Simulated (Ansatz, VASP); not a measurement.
**TePb in VASP and in Ansatz**

```
CELL_PARAMETERS angstrom
4.00229 0.00000 0.00000
0.00000 4.00229 0.00000
0.00000 0.00000 4.00229
ATOMIC_POSITIONS crystal
Te 0.50000 0.50000 0.50000
Pb 0.00000 0.00000 0.00000
```

Alike in both runs: task electric field gradients; functional PBE; k mesh 10 × 10 × 10; occupations fermi-dirac, width 0.08 eV; no spin polarisation.

|  | VASP | Ansatz |
| --- | --- | --- |
| version | VASP 6.6.1 | Ansatz 0.2.0 |
| potentials or method | VASP PAW PBE potentials, release 64 (Te, Pb_d), cutoff 520 eV | all-electron PAW with datasets made for the crystal, scalar-relativistic |

Ansatz gave:

```
pressure (GPa) : -0.2
```

Estimate VASP's values.

pressure (GPa): -0.3.

Ansatz ran all-electron here, and VASP with PAW potentials. Ansatz's warnings: printed levels off.

Neither program's run includes spin-orbit coupling.
